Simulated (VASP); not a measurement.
# NaLiB2 (P-6m2) in VASP: notebook

Runs on NaLiB2. Level: PBE. Tasks: single point, relaxation of cell and atoms.

All numbers are computed with VASP 6.6.1; they aren't measurements. Logs are shortened: lines on timing, memory, paths and dates and some standing lists are left out, and cuts for length are marked.

### Step 1. The cell of the first run

Symmetry: P-6m2, No. 187, hexagonal system. Conventional cell: a = 4.409 Å, b = 4.409 Å, c = 3.156 Å, α = 90.00°, β = 90.00°, γ = 120.00°. Na (site symmetry -6m2) has 9 B at 2.55 to 2.99 Å and 6 Li at 2.99 Å and 2 Na at 3.16 Å within 3.4 Å. Li (site symmetry -6m2) has 9 B at 2.55 to 2.99 Å and 6 Na at 2.99 Å and 2 Li at 3.16 Å within 3.4 Å. B (site symmetry -6m2) has 2 B at 1.58 Å within 2.1 Å. B (site symmetry -6m2) has 2 B at 1.58 Å within 2.1 Å.

### Step 2. Single point, PBE

Input file INCAR:

```
SYSTEM = NaLiB2
PREC = Accurate
ENCUT = 520
EDIFF = 1E-6
ISMEAR = -1
SIGMA = 0.15
LREAL = .False.
LASPH = .True.
NELM = 100
ALGO = Normal
ISIF = 2
LWAVE = .False.
LCHARG = .True.
GGA = PE
LELF = .True.
LVHAR = .True.
NBANDS = 16
```

Input file KPOINTS:

```
Automatic mesh
0
Gamma
  12 12 12
  0 0 0
```

Input file POSCAR:

```
NaLiB2
1.0
    4.4086141800      0.0000000000      0.0000000000
   -2.2043070900      3.8179718754      0.0000000000
    0.0000000000      0.0000000000      3.1562839897
Na Li B
1 1 2
Direct
    0.3333333333      0.6666666667      0.5000000000
    0.0000000000      0.0000000000      0.0000000000
    0.6666666667      0.3333333333      0.0000000000
    0.6666666667      0.3333333333      0.5000000000
```

Potentials or basis: VASP PAW PBE potentials, release 64 (Na_pv, Li_sv, B).

On the command line:

```sh
$ cat potpaw_PBE.64/Na_pv/POTCAR potpaw_PBE.64/Li_sv/POTCAR potpaw_PBE.64/B/POTCAR > POTCAR
$ mpirun -np 1 vasp_std > vasp.out
```

OUTCAR:

```text
SYSTEM = NaLiB2
   PREC = Accurate
   ENCUT = 520
   EDIFF = 1E-6
   ISMEAR = -1
   LREAL = .False.
   LASPH = .True.
   NELM = 100
   ISIF = 2
   GGA = PE

 ion  position               nearest neighbor table
   1  0.333  0.667  0.500-
   2  0.000  0.000  0.000-
   3  0.667  0.333  0.000-   4 1.58   4 1.58
   4  0.667  0.333  0.500-   3 1.58   3 1.58

  LATTYP: Found a hexagonal cell.
 ALAT       =     4.4086141800
 C/A-ratio  =     0.7159356344

  Lattice vectors:

 A1 = (   4.4086141800,   0.0000000000,   0.0000000000)
 A2 = (  -2.2043070900,   3.8179718754,   0.0000000000)
 A3 = (   0.0000000000,   0.0000000000,   3.1562839897)

Analysis of symmetry for initial positions (statically):
=====================================================================
 Subroutine PRICEL returns:
 Original cell was already a primitive cell.

 Routine SETGRP: Setting up the symmetry group for a
 hexagonal supercell.

 Subroutine GETGRP returns: Found 12 space group operations
 (whereof 12 operations were pure point group operations)
 out of a pool of 24 trial point group operations.

The static configuration has the point symmetry D_3h.

Analysis of symmetry for dynamics (positions and initial velocities):
=====================================================================
 Subroutine PRICEL returns:
 Original cell was already a primitive cell.

 Routine SETGRP: Setting up the symmetry group for a
 hexagonal supercell.

 Subroutine GETGRP returns: Found 12 space group operations
 (whereof 12 operations were pure point group operations)
 out of a pool of 24 trial point group operations.

The dynamic configuration has the point symmetry D_3h.

 Subroutine INISYM returns: Found 12 space group operations
 (whereof 12 operations are pure point group operations),
 and found     1 'primitive' translations

----------------------------------------------------------------------------------------

                                     Primitive cell

  volume of cell :      53.1265

  direct lattice vectors                    reciprocal lattice vectors
     4.408614180  0.000000000  0.000000000     0.226828649  0.130959582  0.000000000
    -2.204307090  3.817971875  0.000000000     0.000000000  0.261919164  0.000000000
     0.000000000  0.000000000  3.156283990     0.000000000  0.000000000  0.316828271

  length of vectors
     4.408614180  4.408614180  3.156283990     0.261919164  0.261919164  0.316828271

  position of ions in fractional coordinates (direct lattice)
     0.333333333  0.666666667  0.500000000
     0.000000000  0.000000000  0.000000000
     0.666666667  0.333333333  0.000000000
     0.666666667  0.333333333  0.500000000

  ion indices of the primitive-cell ions
   primitive index   ion index
                 1           1
                 2           2
                 3           3
                 4           4

----------------------------------------------------------------------------------------

 KPOINTS: Automatic mesh

Automatic generation of k-mesh.
 Grid dimensions read from file:
 generate k-points for:   12   12   12

 Generating k-lattice:

  Cartesian coordinates                     Fractional coordinates (reciprocal lattice)
     0.018902387  0.010913298  0.000000000     0.083333333  0.000000000  0.000000000
     0.000000000  0.021826597  0.000000000     0.000000000  0.083333333  0.000000000
     0.000000000  0.000000000  0.026402356     0.000000000  0.000000000  0.083333333

  Length of vectors
     0.021826597  0.021826597  0.026402356

  Shift w.r.t. Gamma in fractional coordinates (k-lattice)
     0.000000000  0.000000000  0.000000000

 Subroutine IBZKPT returns following result:
 ===========================================

 Found    133 irreducible k-points:

 Following reciprocal coordinates:
            Coordinates               Weight
  0.000000  0.000000  0.000000      1.000000
  0.083333  0.000000  0.000000      6.000000
  0.166667  0.000000  0.000000      6.000000
  0.250000  0.000000  0.000000      6.000000
  0.333333  0.000000  0.000000      6.000000
  0.416667  0.000000  0.000000      6.000000
[... 16 lines left out ...]
  0.250000  0.000000  0.083333     12.000000
  0.333333  0.000000  0.083333     12.000000
 [... further k-points ...]
   k-points           NKPTS =    133   k-points in BZ     NKDIM =    133   number of bands    NBANDS=     16
   number of dos      NEDOS =    301   number of ions     NIONS =      4
   total plane-waves  NPLWV =  31104
   dimension x,y,z NGX =    36 NGY =   36 NGZ =   24
   dimension x,y,z NGXF=    72 NGYF=   72 NGZF=   48
   ions per type =               1   1   2
   NGX,Y,Z   is equivalent  to a cutoff of  13.58, 13.58, 12.64 a.u.
   NGXF,Y,Z  is equivalent  to a cutoff of  27.15, 27.15, 25.28 a.u.
 SYSTEM =  NaLiB2
   PREC   = accura    normal or accurate (medium, high low for compatibility)
   ISTART =      0    job   : 0-new  1-cont  2-samecut
   ICHARG =      2    charge: 1-file 2-atom 10-const
   ISPIN  =      1    spin polarized calculation?
   LNONCOLLINEAR =      F non collinear calculations
   LSORBIT =      F    spin-orbit coupling
   LASPH  =      T    aspherical Exc in radial PAW
   ENCUT  =  520.0 eV  38.22 Ry    6.18 a.u.   8.20  8.20  5.87*2*pi/ulx,y,z
   NELM   =    100;   NELMIN=  2; NELMDL= -5     # of ELM steps
   EDIFF  = 0.1E-05   stopping-criterion for ELM
   LREAL  =      F    real-space projection
   EDIFFG = 0.1E-04   stopping-criterion for IOM
   NSW    =      0    number of steps for IOM
   IBRION =     -1    ionic relax: 0-MD 1-quasi-New 2-CG
   NFREE  =      0    steps in history (QN), initial steepest desc. (CG)
   ISIF   =      2    stress and relaxation
   ISYM   =      2    0-nonsym 1-usesym 2-fastsym
   POTIM  = 0.5000    time-step for ionic-motion
   TEBEG  =    0.0;   TEEND  =   0.0 temperature during run
   PSTRESS=    0.0 pullay stress
   NELECT =      16.0000    total number of electrons
   NUPDOWN=      -1.0000    fix difference up-down
   EMIN   =  10.00;   EMAX   =-10.00  energy-range for DOS
   EFERMI =   0.00;   METHOD = LEGACY
   ISMEAR =    -1;   SIGMA  =   0.15  broadening in eV -4-tet -1-fermi 0-gaus
   EFERMI_NEDOS =   21; number of points for ismear=-14 and -15
   IALGO  =     38    algorithm
   IMIX   =      4    mixing-type and parameters
     AMIX     =   0.40;   BMIX     =  1.00
     AMIX_MAG =   1.60;   BMIX_MAG =  1.00
  volume/ion in A,a.u.               =      13.28        89.63
  Fermi-wavevector in a.u.,A,eV,Ry     =   1.097348  2.073688 16.383775  1.204173
  Thomas-Fermi vector in A             =   2.233707
   LORBIT       =      0    0 simple, 1 ext, 2 COOP (PROOUT), +10 PAW based schemes
   GGA     = PE    functional components
   LHFCALC =     F    Hartree Fock is set to
   AEXX    =    0.0000 exact exchange contribution
   IVDW    =     0    specifies the selected vdW correction
   LEPSILON=     F    determine dielectric tensor
   LRPA    =     F    only Hartree local field effects (RPA)
 non-spin polarized calculation
  energy-cutoff  :      520.00
  volume of cell :       53.13
 maximum number of plane-waves:      1452
 NGX is ok and might be reduce to    36
   NGX = 17   NGY = 17   NGZ = 11

 number of electron      16.0000010 magnetization

 Free energy of the ion-electron system (eV)
  ---------------------------------------------------
  ext. energy  EPLUGINS =         0.00000000
  ---------------------------------------------------
  free energy    TOTEN  =       -16.53391599 eV

  energy without entropy =      -16.49447435  energy(sigma->0) =      -16.51419517

 E-fermi :   2.8100     XC(G=0):  -8.9214

 val. band max:        2.7818611692   @ k =   0.4167   0.1667   0.5000
 cond. band min:       2.8245485161   @ k =   0.1667   0.0833   0.5000
 fundamental gap:      0.0426873468
 Fermi energy:         2.8099861436

 k-point     1 :       0.0000    0.0000    0.0000
  band No.  band energies     occupation
      1     -44.1167      2.00000
      2     -21.4078      2.00000
      3     -21.4045      2.00000
      4     -21.4045      2.00000
      5      -7.2734      2.00000
      6      -0.6432      2.00000
[... 8 lines left out ...]
     15      11.8466      0.00000
     16      12.9648      0.00000

 k-point     2 :       0.0833    0.0000    0.0000
  band No.  band energies     occupation
      1     -44.1167      2.00000
      2     -21.4078      2.00000
      3     -21.4051      2.00000
      4     -21.4046      2.00000
      5      -7.2460      2.00000
      6      -0.6396      2.00000
[... 8 lines left out ...]
     15      11.9424      0.00000
     16      12.9108      0.00000

 k-point     3 :       0.1667    0.0000    0.0000
  band No.  band energies     occupation
      1     -44.1167      2.00000
      2     -21.4076      2.00000
      3     -21.4069      2.00000
      4     -21.4051      2.00000
      5      -7.1685      2.00000
      6      -0.6294      2.00000
[... 8 lines left out ...]
     15      12.3394      0.00000
     16      12.7668      0.00000

 k-point     4 :       0.2500    0.0000    0.0000
  band No.  band energies     occupation
      1     -44.1166      2.00000
      2     -21.4094      2.00000
      3     -21.4075      2.00000
      4     -21.4058      2.00000
      5      -7.0559      2.00000
      6      -0.8458      2.00000
[... 8 lines left out ...]
     15      12.5781      0.00000
     16      13.0023      0.00000

 k-point     5 :       0.3333    0.0000    0.0000
  band No.  band energies     occupation
      1     -44.1166      2.00000
      2     -21.4118      2.00000
      3     -21.4073      2.00000
      4     -21.4064      2.00000
      5      -6.9342      2.00000
      6      -1.2922      2.00000
[... 8 lines left out ...]
     15      12.3974      0.00000
     16      13.2548      0.00000

 k-point     6 :       0.4167    0.0000    0.0000
  band No.  band energies     occupation
      1     -44.1166      2.00000
      2     -21.4136      2.00000
      3     -21.4072      2.00000
      4     -21.4069      2.00000
      5      -6.8380      2.00000
      6      -1.5967      2.00000
[... 8 lines left out ...]
     15      12.2697      0.00000
     16      12.6473      0.00000

 k-point     7 :       0.5000    0.0000    0.0000
  band No.  band energies     occupation
      1     -44.1166      2.00000
      2     -21.4143      2.00000
      3     -21.4072      2.00000
      4     -21.4071      2.00000
      5      -6.8011      2.00000
      6      -1.7050      2.00000
[... 8 lines left out ...]
     15      12.2238      0.00000
     16      12.2792      0.00000

 k-point     8 :       0.0833    0.0833    0.0000
  band No.  band energies     occupation
      1     -44.1167      2.00000
      2     -21.4077      2.00000
      3     -21.4063      2.00000
      4     -21.4050      2.00000
      5      -7.1935      2.00000
      6      -0.6326      2.00000
[... 8 lines left out ...]
     15      12.2022      0.00000
     16      12.8122      0.00000

 k-point     9 :       0.1667    0.0833    0.0000
  band No.  band energies     occupation
      1     -44.1167      2.00000
      2     -21.4084      2.00000
      3     -21.4076      2.00000
      4     -21.4056      2.00000
      5      -7.0982      2.00000
      6      -0.6407      2.00000
[... 8 lines left out ...]
     15      12.6484      0.00000
     16      12.7628      0.00000
[... 172 lines left out ...]
 k-point    19 :       0.3333    0.3333    0.0000
  band No.  band energies     occupation
      1     -44.1166      2.00000
      2     -21.4127      2.00000
      3     -21.4102      2.00000
      4     -21.4071      2.00000
      5      -6.7354      2.00000
      6      -1.3774      2.00000
[... 8 lines left out ...]
     15      12.2170      0.00000
     16      13.0666      0.00000

 k-point    20 :       0.0000    0.0000    0.0833
  band No.  band energies     occupation
      1     -44.1164      2.00000
      2     -21.4147      2.00000
      3     -21.4036      2.00000
      4     -21.4036      2.00000
      5      -7.1993      2.00000
      6      -0.8545      2.00000
[... 8 lines left out ...]
     15      11.2408      0.00000
     16      13.1311      0.00000

 k-point    21 :       0.0833    0.0000    0.0833
  band No.  band energies     occupation
      1     -44.1164      2.00000
      2     -21.4146      2.00000
      3     -21.4043      2.00000
      4     -21.4038      2.00000
      5      -7.1721      2.00000
      6      -0.8498      2.00000
[... 8 lines left out ...]
     15      11.5775      0.00000
     16      13.1382      0.00000

 k-point    22 :       0.1667    0.0000    0.0833
  band No.  band energies     occupation
      1     -44.1164      2.00000
      2     -21.4145      2.00000
      3     -21.4061      2.00000
      4     -21.4043      2.00000
      5      -7.0952      2.00000
      6      -0.8371      2.00000
[... 8 lines left out ...]
     15      12.1620      0.00000
     16      13.1460      0.00000

 k-point    23 :       0.2500    0.0000    0.0833
  band No.  band energies     occupation
      1     -44.1164      2.00000
      2     -21.4143      2.00000
      3     -21.4085      2.00000
      4     -21.4049      2.00000
      5      -6.9837      2.00000
      6      -0.8224      2.00000
[... 8 lines left out ...]
     15      12.8996      0.00000
     16      13.1344      0.00000

 k-point    24 :       0.3333    0.0000    0.0833
  band No.  band energies     occupation
      1     -44.1164      2.00000
      2     -21.4142      2.00000
      3     -21.4109      2.00000
      4     -21.4056      2.00000
      5      -6.8633      2.00000
      6      -1.1964      2.00000
[... 8 lines left out ...]
     15      13.0210      0.00000
     16      13.3115      0.00000

 [... further k-points ...]
[... 5 lines left out ...]
  --------------------------------------------------------------------------------------
  -------------------------------------------------------------------------------------
  Total       -0.0000592     -0.0000592     -0.0137847      0.0000000      0.0000000      0.0000000
  in kB       -0.0017851     -0.0017851     -0.4157148      0.0000000      0.0000000      0.0000000
  external PRESSURE =      -0.1397617 kB  Pullay stress =       0.0000000 kB

 VOLUME and BASIS-vectors are now :
 -----------------------------------------------------------------------------
  energy-cutoff  :      520.00
  volume of cell :       53.13
      direct lattice vectors                 reciprocal lattice vectors
     4.408614180  0.000000000  0.000000000     0.226828649  0.130959582  0.000000000
    -2.204307090  3.817971875  0.000000000     0.000000000  0.261919164  0.000000000
     0.000000000  0.000000000  3.156283990     0.000000000  0.000000000  0.316828271

 POSITION                                       TOTAL-FORCE (eV/Angst)
 -----------------------------------------------------------------------------------
     -0.00000      2.54531      1.57814         0.000000      0.000000      0.000000
      0.00000      0.00000      0.00000         0.000000     -0.000000      0.000000
      2.20431      1.27266      0.00000         0.000000     -0.000000      0.000000
      2.20431      1.27266      1.57814        -0.000000     -0.000000      0.000000
 -----------------------------------------------------------------------------------
    total drift:                                0.000000     -0.000000     -0.000000

  FREE ENERGIE OF THE ION-ELECTRON SYSTEM (eV)
  ---------------------------------------------------
  free  energy   TOTEN  =       -16.5339159883 eV

  energy  without entropy=      -16.4944743493  energy(sigma->0) =      -16.51419517
```

Wall time 45 s (1 thread of Intel Xeon Platinum 8488C (Sapphire Rapids), shared host); peak memory 0.24 GiB.

Results:

| Item | Value |
| --- | --- |
| Free energy | -16.5339 eV |
| Band gap on the k mesh | zero (band 8 reaches 3.78 eV, above the bottom of band 9 at 2.56 eV) |

Levels at points of the mesh, in eV from the Fermi level:
```
           k point  band 4  band 5  band 6  band 7  band 8  band 9  band 10  band 11  band 12  band 13
(0.00, 0.00, 0.00)  -24.21  -10.08   -3.45   -2.52   -2.52    1.24     3.75     3.75     5.25     8.36
(0.50, 0.00, 0.00)  -24.22   -9.61   -4.51   -3.40   -3.03    1.89     5.44     6.52     6.97     8.02
(0.00, 0.00, 0.50)  -24.20   -7.64   -7.50    0.97    0.97    1.09     1.09     2.51     3.78     6.14
(0.50, 0.00, 0.50)  -24.20   -7.28   -7.22   -1.25   -0.95    0.21     0.76     4.35     4.86     9.14
```

Caveat: the cutoff is under 1.25 times the usual one of these potentials, so pressure, stress and relaxed cells hold a basis-set (Pulay) error.

### Step 3. Relaxation of cell and atoms, PBE

Input file INCAR:

```
PREC = Accurate
ENCUT = 600
EDIFF = 1E-6
ISMEAR = -1
SIGMA = 0.15
LREAL = False
LASPH = True
NELM = 100
ALGO = Normal
ISIF = 3
LWAVE = False
LCHARG = False
GGA = PE
IBRION = 2
NSW = 80
EDIFFG = -0.001
```

Input file KPOINTS:

```
Automatic mesh
0
Gamma
  12 12 12
```

Input file POSCAR:

```
NaLiB2
1.0
    4.4114117574      0.0000000000      0.0000000000
   -2.2057058787      3.8203946485      0.0000000000
    0.0000000000      0.0000000000      3.1545567516
Na Li B
1 1 2
Direct
    0.3333333333      0.6666666667      0.5000000000
    0.0000000000      0.0000000000      0.0000000000
    0.6666666667      0.3333333333      0.0000000000
    0.6666666667      0.3333333333      0.5000000000
```

Potentials or basis: VASP PAW PBE potentials, release 64 (Na_pv, Li_sv, B).

On the command line:

```sh
$ cat potpaw_PBE.64/Na_pv/POTCAR potpaw_PBE.64/Li_sv/POTCAR potpaw_PBE.64/B/POTCAR > POTCAR
$ mpirun -np 1 vasp_std > vasp.out
```

It took 86 s on 1 thread of Intel Xeon Platinum 8488C (Sapphire Rapids), shared host; peak memory 0.26 GiB.

The run converged. Its results:

```
Free energy                            : -16.5354 eV
Relaxed volume                         : 13.28 Å³/atom
Relaxed cell                           : a = 4.408 Å, b = 4.408 Å, c = 3.156 Å, α = 90.00°, β = 90.00°, γ = 120.00°
Space group after relaxing (to 0.05 Å) : P-6m2 (No. 187)
Energy gained by relaxing              : 0.0 meV/atom
Ionic steps                            : 4
Pressure after relaxing                : 0.0 GPa
Band gap on the k mesh                 : zero (band 8 reaches 3.78 eV, above the bottom of band 9 at 2.56 eV)
```

Final structure:
```
Na Li B
1.0
     4.40836    0.00000    0.00000
    -2.20418    3.81775    0.00000
     0.00000    0.00000    3.15592
Na Li B
1 1 2
Direct
  0.33333 0.66667 0.50000
  0.00000 0.00000 0.00000
  0.66667 0.33333 0.00000
  0.66667 0.33333 0.50000
```

Levels at points of the mesh, in eV from the Fermi level:
| k point | band 6 | band 7 | band 8 | band 9 | band 10 | band 11 |
| --- | --- | --- | --- | --- | --- | --- |
| (0.00, 0.00, 0.00) | -3.45 | -2.52 | -2.52 | 1.24 | 3.75 | 3.75 |
| (0.50, 0.00, 0.00) | -4.52 | -3.40 | -3.03 | 1.89 | 5.44 | 6.52 |
| (0.00, 0.00, 0.50) | -7.50 | 0.97 | 0.97 | 1.09 | 1.09 | 2.51 |
| (0.50, 0.00, 0.50) | -7.22 | -1.25 | -0.95 | 0.21 | 0.76 | 4.35 |

Caveat: the cutoff is under 1.25 times the usual one of these potentials, so pressure, stress and relaxed cells hold a basis-set (Pulay) error.

[end of part 1 of 2]
